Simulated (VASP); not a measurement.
# ZnSe (I-4m2) in VASP: notebook

Runs on ZnSe. Level: LDA. Tasks: single point.

Program: VASP 6.6.1. These are calculated values, not measurements. Logs are shortened: lines on timing, memory, paths and dates and some standing lists are left out, and cuts for length are marked.

## 1. The cell of the first run

The structure is tetragonal, space group I-4m2 (No. 119). Conventional cell: a = 3.720 Å, b = 3.720 Å, c = 6.180 Å, α = 90.00°, β = 90.00°, γ = 90.00°. Zn (site symmetry -4m2) has 4 Se at 2.42 Å within 3.2 Å. Within 3.2 Å of Se (site symmetry -4m2) lie 4 Zn at 2.42 Å.

## 2. Single point, LDA

Input file INCAR:

```
SYSTEM = ZnSe
PREC     = Accurate       ! precision mode
ENCUT    = 520            ! plane-wave cutoff, eV
EDIFF    = 1E-6           ! SCF threshold, eV
ISMEAR   = 0              ! smearing method
SIGMA    = 0.05           ! smearing width, eV
LREAL    = .FALSE.        ! projectors in reciprocal space
LASPH    = .TRUE.         ! aspherical terms in the spheres
NELM     = 100            ! most SCF steps
ALGO     = Normal         ! electronic algorithm
ISIF     = 2              ! what is computed and relaxed
LWAVE    = .FALSE.        ! write WAVECAR
LCHARG   = .FALSE.        ! write CHGCAR
GGA      = CA             ! functional
NBANDS   = 16             ! bands
```

Input file KPOINTS:

```
regular mesh
0
G
  8 8 8
  0 0 0
```

Input file POSCAR:

```
ZnSe
1.0
    0.0000000000      3.0898067238      2.6305111297
    2.6305111297      0.0000000000      2.6305111297
    2.6305111297      3.0898067238      0.0000000000
Zn Se
1 1
Direct
    0.0000000000      0.0000000000      0.0000000000
    0.7500000000      0.7500000000      0.7500000000
```

Potentials or basis: VASP PAW LDA potentials, release 64 (Zn, Se).

Command:

```
$ cat potpaw_LDA.64/Zn/POTCAR potpaw_LDA.64/Se/POTCAR > POTCAR
$ mpirun -np 1 vasp_std > vasp.out
```

OUTCAR:

```text
SYSTEM = ZnSe
   PREC = Accurate
   ENCUT = 520
   EDIFF = 1E-6
   ISMEAR = 0
   LREAL = .FALSE.
   LASPH = .TRUE.
   NELM = 100
   ISIF = 2
   GGA = CA

 ion  position               nearest neighbor table
   1  0.000  0.000  0.000-   2 2.42   2 2.42   2 2.42   2 2.42
   2  0.750  0.750  0.750-   1 2.42   1 2.42   1 2.42   1 2.42

  LATTYP: Found a body centered tetragonal cell.
 ALAT       =     3.7201045156
 C/A-ratio  =     1.6611397399

  Lattice vectors:

 A1 = (   0.0000000000,  -3.0898067238,   2.6305111297)
 A2 = (   0.0000000000,  -3.0898067238,  -2.6305111297)
 A3 = (   2.6305111297,   3.0898067238,   0.0000000000)

Analysis of symmetry for initial positions (statically):
=====================================================================
 Subroutine PRICEL returns:
 Original cell was already a primitive cell.

 Routine SETGRP: Setting up the symmetry group for a
 body centered tetragonal supercell.

 Subroutine GETGRP returns: Found  8 space group operations
 (whereof  8 operations were pure point group operations)
 out of a pool of 16 trial point group operations.

The static configuration has the point symmetry D_2d.

Analysis of symmetry for dynamics (positions and initial velocities):
=====================================================================
 Subroutine PRICEL returns:
 Original cell was already a primitive cell.

 Routine SETGRP: Setting up the symmetry group for a
 body centered tetragonal supercell.

 Subroutine GETGRP returns: Found  8 space group operations
 (whereof  8 operations were pure point group operations)
 out of a pool of 16 trial point group operations.

The dynamic configuration has the point symmetry D_2d.

 Subroutine INISYM returns: Found  8 space group operations
 (whereof  8 operations are pure point group operations),
 and found     1 'primitive' translations

----------------------------------------------------------------------------------------

                                     Primitive cell

  volume of cell :      42.7604

  direct lattice vectors                    reciprocal lattice vectors
     0.000000000  3.089806724  2.630511130    -0.190077128  0.161822420  0.190077128
     2.630511130  0.000000000  2.630511130     0.190077128 -0.161822420  0.190077128
     2.630511130  3.089806724  0.000000000     0.190077128  0.161822420 -0.190077128

  length of vectors
     4.057892851  3.720104516  4.057892851     0.313759660  0.313759660  0.313759660

  position of ions in fractional coordinates (direct lattice)
     0.000000000  0.000000000  0.000000000
     0.750000000  0.750000000  0.750000000

  ion indices of the primitive-cell ions
   primitive index   ion index
                 1           1
                 2           2

----------------------------------------------------------------------------------------

 KPOINTS: regular mesh

Automatic generation of k-mesh.
 Grid dimensions read from file:
 generate k-points for:    8    8    8

 Generating k-lattice:

  Cartesian coordinates                     Fractional coordinates (reciprocal lattice)
    -0.023759641  0.020227802  0.023759641     0.125000000  0.000000000 -0.000000000
     0.023759641 -0.020227802  0.023759641     0.000000000  0.125000000  0.000000000
     0.023759641  0.020227802 -0.023759641    -0.000000000  0.000000000  0.125000000

  Length of vectors
     0.039219958  0.039219958  0.039219958

  Shift w.r.t. Gamma in fractional coordinates (k-lattice)
     0.000000000  0.000000000  0.000000000

 Subroutine IBZKPT returns following result:
 ===========================================

 Found     59 irreducible k-points:

 Following reciprocal coordinates:
            Coordinates               Weight
  0.000000  0.000000  0.000000      1.000000
  0.125000  0.000000  0.000000      8.000000
  0.250000  0.000000  0.000000      8.000000
  0.375000  0.000000  0.000000      8.000000
  0.500000  0.000000  0.000000      4.000000
  0.125000  0.125000  0.000000      4.000000
[... 16 lines left out ...]
  0.250000  0.000000  0.125000      8.000000
  0.375000  0.000000  0.125000      8.000000
 [... further k-points ...]
   k-points           NKPTS =     59   k-points in BZ     NKDIM =     59   number of bands    NBANDS=     16
   number of dos      NEDOS =    301   number of ions     NIONS =      2
   total plane-waves  NPLWV =  25200
   dimension x,y,z NGX =    30 NGY =   28 NGZ =   30
   dimension x,y,z NGXF=    60 NGYF=   56 NGZF=   60
   ions per type =               1   1
   NGX,Y,Z   is equivalent  to a cutoff of  12.29, 12.51, 12.29 a.u.
   NGXF,Y,Z  is equivalent  to a cutoff of  24.58, 25.03, 24.58 a.u.
 SYSTEM =  ZnSe
   PREC   = accura    normal or accurate (medium, high low for compatibility)
   ISTART =      0    job   : 0-new  1-cont  2-samecut
   ICHARG =      2    charge: 1-file 2-atom 10-const
   ISPIN  =      1    spin polarized calculation?
   LNONCOLLINEAR =      F non collinear calculations
   LSORBIT =      F    spin-orbit coupling
   LASPH  =      T    aspherical Exc in radial PAW
   ENCUT  =  520.0 eV  38.22 Ry    6.18 a.u.   7.54  6.92  7.54*2*pi/ulx,y,z
   NELM   =    100;   NELMIN=  2; NELMDL= -5     # of ELM steps
   EDIFF  = 0.1E-05   stopping-criterion for ELM
   LREAL  =      F    real-space projection
   EDIFFG = 0.1E-04   stopping-criterion for IOM
   NSW    =      0    number of steps for IOM
   IBRION =     -1    ionic relax: 0-MD 1-quasi-New 2-CG
   NFREE  =      0    steps in history (QN), initial steepest desc. (CG)
   ISIF   =      2    stress and relaxation
   ISYM   =      2    0-nonsym 1-usesym 2-fastsym
   POTIM  = 0.5000    time-step for ionic-motion
   TEBEG  =    0.0;   TEEND  =   0.0 temperature during run
   PSTRESS=    0.0 pullay stress
   NELECT =      18.0000    total number of electrons
   NUPDOWN=      -1.0000    fix difference up-down
   EMIN   =  10.00;   EMAX   =-10.00  energy-range for DOS
   EFERMI =   0.00;   METHOD = LEGACY
   ISMEAR =     0;   SIGMA  =   0.05  broadening in eV -4-tet -1-fermi 0-gaus
   EFERMI_NEDOS =   21; number of points for ismear=-14 and -15
   IALGO  =     38    algorithm
   IMIX   =      4    mixing-type and parameters
     AMIX     =   0.40;   BMIX     =  1.00
     AMIX_MAG =   1.60;   BMIX_MAG =  1.00
  volume/ion in A,a.u.               =      21.38       144.28
  Fermi-wavevector in a.u.,A,eV,Ry     =   1.226926  2.318554 20.481504  1.505348
  Thomas-Fermi vector in A             =   2.361909
   LORBIT       =      0    0 simple, 1 ext, 2 COOP (PROOUT), +10 PAW based schemes
   GGA     = CA    functional components
   LHFCALC =     F    Hartree Fock is set to
   AEXX    =    0.0000 exact exchange contribution
   IVDW    =     0    specifies the selected vdW correction
   LEPSILON=     F    determine dielectric tensor
   LRPA    =     F    only Hartree local field effects (RPA)
 non-spin polarized calculation
 Gauss-broadening in eV      SIGMA  =   0.05
  energy-cutoff  :      520.00
  volume of cell :       42.76
 maximum number of plane-waves:      1176
   NGX = 15   NGY = 13   NGZ = 15

 number of electron      17.9999994 magnetization

 Free energy of the ion-electron system (eV)
  ---------------------------------------------------
  ext. energy  EPLUGINS =         0.00000000
  ---------------------------------------------------
  free energy    TOTEN  =        -7.26245701 eV

  energy without entropy =       -7.26245701  energy(sigma->0) =       -7.26245701

 E-fermi :   2.5252     XC(G=0):  -9.9970

 val. band max:        2.3268654186   @ k =   0.0000   0.0000   0.0000
 cond. band min:       3.2472393877   @ k =   0.0000   0.0000   0.0000
 fundamental gap:      0.9203739691
 Fermi energy:         2.5251698799

 k-point     1 :       0.0000    0.0000    0.0000
  band No.  band energies     occupation
      1     -11.5860      2.00000
      2      -4.8841      2.00000
      3      -4.7941      2.00000
      4      -4.7941      2.00000
      5      -4.4648      2.00000
      6      -4.4182      2.00000
[... 8 lines left out ...]
     15      12.3959      0.00000
     16      13.0781      0.00000

 k-point     2 :       0.1250    0.0000    0.0000
  band No.  band energies     occupation
      1     -11.4696      2.00000
      2      -4.8735      2.00000
      3      -4.7912      2.00000
      4      -4.7756      2.00000
      5      -4.4599      2.00000
      6      -4.4240      2.00000
[... 8 lines left out ...]
     15      13.0065      0.00000
     16      14.0034      0.00000

 k-point     3 :       0.2500    0.0000    0.0000
  band No.  band energies     occupation
      1     -11.1647      2.00000
      2      -4.8440      2.00000
      3      -4.7567      2.00000
      4      -4.7332      2.00000
      5      -4.4381      2.00000
      6      -4.4350      2.00000
[... 8 lines left out ...]
     15      13.1244      0.00000
     16      13.5326      0.00000

 k-point     4 :       0.3750    0.0000    0.0000
  band No.  band energies     occupation
      1     -10.8170      2.00000
      2      -4.8068      2.00000
      3      -4.6966      2.00000
      4      -4.6075      2.00000
      5      -4.4391      2.00000
      6      -4.3923      2.00000
[... 8 lines left out ...]
     15      13.6433      0.00000
     16      14.5892      0.00000

 k-point     5 :       0.5000    0.0000    0.0000
  band No.  band energies     occupation
      1     -10.6566      2.00000
      2      -4.7962      2.00000
      3      -4.6840      2.00000
      4      -4.4402      2.00000
      5      -4.4378      2.00000
      6      -4.2700      2.00000
[... 8 lines left out ...]
     15      14.8835      0.00000
     16      15.1842      0.00000

 k-point     6 :       0.1250    0.1250    0.0000
  band No.  band energies     occupation
      1     -11.4155      2.00000
      2      -4.8573      2.00000
      3      -4.8149      2.00000
      4      -4.7638      2.00000
      5      -4.4502      2.00000
      6      -4.4312      2.00000
[... 8 lines left out ...]
     15      12.6508      0.00000
     16      13.9307      0.00000

 k-point     7 :       0.2500    0.1250   -0.0000
  band No.  band energies     occupation
      1     -11.1607      2.00000
      2      -4.8413      2.00000
      3      -4.7968      2.00000
      4      -4.7213      2.00000
      5      -4.4457      2.00000
      6      -4.4253      2.00000
[... 8 lines left out ...]
     15      12.6328      0.00000
     16      14.6564      0.00000

 k-point     8 :       0.3750    0.1250    0.0000
  band No.  band energies     occupation
      1     -10.8203      2.00000
      2      -4.8039      2.00000
      3      -4.7238      2.00000
      4      -4.6617      2.00000
      5      -4.4437      2.00000
      6      -4.3776      2.00000
[... 8 lines left out ...]
     15      13.6523      0.00000
     16      15.2627      0.00000

 k-point     9 :       0.5000    0.1250    0.0000
  band No.  band energies     occupation
      1     -10.6016      2.00000
      2      -4.7821      2.00000
      3      -4.6780      2.00000
      4      -4.5117      2.00000
      5      -4.4353      2.00000
      6      -4.2514      2.00000
[... 8 lines left out ...]
     15      14.5673      0.00000
     16      15.1443      0.00000
[... 172 lines left out ...]
 k-point    19 :       0.5000    0.3750    0.0000
  band No.  band energies     occupation
      1     -10.3062      2.00000
      2      -4.8151      2.00000
      3      -4.6719      2.00000
      4      -4.5183      2.00000
      5      -4.4151      2.00000
      6      -4.1939      2.00000
[... 8 lines left out ...]
     15      14.7925      0.00000
     16      16.4451      0.00000

 k-point    20 :      -0.3750    0.3750    0.0000
  band No.  band energies     occupation
      1     -10.3085      2.00000
      2      -4.7715      2.00000
      3      -4.6415      2.00000
      4      -4.5163      2.00000
      5      -4.4339      2.00000
      6      -4.1101      2.00000
[... 8 lines left out ...]
     15      14.6261      0.00000
     16      16.9612      0.00000

 k-point    21 :       0.5000    0.5000    0.0000
  band No.  band energies     occupation
      1     -10.2377      2.00000
      2      -4.8444      2.00000
      3      -4.6619      2.00000
      4      -4.4874      2.00000
      5      -4.4034      2.00000
      6      -4.1746      2.00000
[... 8 lines left out ...]
     15      14.2005      0.00000
     16      16.9758      0.00000

 k-point    22 :       0.1250    0.0000    0.1250
  band No.  band energies     occupation
      1     -11.4612      2.00000
      2      -4.8914      2.00000
      3      -4.7616      2.00000
      4      -4.7616      2.00000
      5      -4.4792      2.00000
      6      -4.4142      2.00000
[... 8 lines left out ...]
     15      12.9981      0.00000
     16      15.4453      0.00000

 k-point    23 :       0.2500    0.0000    0.1250
  band No.  band energies     occupation
      1     -11.2426      2.00000
      2      -4.8736      2.00000
      3      -4.7298      2.00000
      4      -4.7200      2.00000
      5      -4.4811      2.00000
      6      -4.4157      2.00000
[... 8 lines left out ...]
     15      14.2727      0.00000
     16      14.6115      0.00000

 k-point    24 :       0.3750    0.0000    0.1250
  band No.  band energies     occupation
      1     -10.9085      2.00000
      2      -4.8137      2.00000
      3      -4.6793      2.00000
      4      -4.6451      2.00000
      5      -4.4541      2.00000
      6      -4.4229      2.00000
[... 8 lines left out ...]
     15      14.0344      0.00000
     16      14.4809      0.00000

 [... further k-points ...]
[... 5 lines left out ...]
  --------------------------------------------------------------------------------------
  -------------------------------------------------------------------------------------
  Total        0.8664085     -1.3321574      0.8664085      0.0000000      0.0000000      0.0000000
  in kB       32.4632289    -49.9142466     32.4632289      0.0000000      0.0000000      0.0000000
  external PRESSURE =       5.0040704 kB  Pullay stress =       0.0000000 kB

 VOLUME and BASIS-vectors are now :
 -----------------------------------------------------------------------------
  energy-cutoff  :      520.00
  volume of cell :       42.76
      direct lattice vectors                 reciprocal lattice vectors
     0.000000000  3.089806724  2.630511130    -0.190077128  0.161822420  0.190077128
     2.630511130  0.000000000  2.630511130     0.190077128 -0.161822420  0.190077128
     2.630511130  3.089806724  0.000000000     0.190077128  0.161822420 -0.190077128

 POSITION                                       TOTAL-FORCE (eV/Angst)
 -----------------------------------------------------------------------------------
      0.00000      0.00000      0.00000        -0.000000      0.000000     -0.000000
      3.94577      4.63471      3.94577         0.000000     -0.000000      0.000000
 -----------------------------------------------------------------------------------
    total drift:                                0.000007     -0.000003      0.000007

  FREE ENERGIE OF THE ION-ELECTRON SYSTEM (eV)
  ---------------------------------------------------
  free  energy   TOTEN  =        -7.2624570077 eV

  energy  without entropy=       -7.2624570077  energy(sigma->0) =       -7.26245701
```

Run time: 35 s. Hardware: 1 thread of Intel Xeon 6975P-C (Granite Rapids), shared host; peak memory 0.17 GiB.

Results:

```
Free energy            : -7.2625 eV
Pressure               : 0.5 GPa
Band gap on the k mesh : 0.92 eV
```

Stress tensor (GPa, compression positive):
```
 3.25  0.00  0.00
 0.00 -4.99  0.00
 0.00  0.00  3.25
```

Levels at points of the mesh, in eV from the valence-band top:
| k point | band 6 | band 7 | band 8 | band 9 | band 10 | band 11 | band 12 | band 13 |
| --- | --- | --- | --- | --- | --- | --- | --- | --- |
| (0.00, 0.00, 0.00) | -6.75 | -0.86 | 0.00 | 0.00 | 0.92 | 5.58 | 5.58 | 5.64 |
| (0.50, 0.00, 0.00) | -6.60 | -5.85 | -1.76 | -0.63 | 1.85 | 5.89 | 6.78 | 8.40 |
| (0.50, 0.50, 0.00) | -6.50 | -4.96 | -3.05 | -2.73 | 2.19 | 2.61 | 9.71 | 10.73 |
| (0.50, 0.00, 0.50) | -6.71 | -5.95 | -1.98 | -1.98 | 3.08 | 4.11 | 9.56 | 11.27 |

Caveat: the cell differs from its parent crystal (strain +e along x and -e along y +0.0000, strain +e along z and -e/2 along x and y +0.1100).

(Part 1 of 2 ends here.)
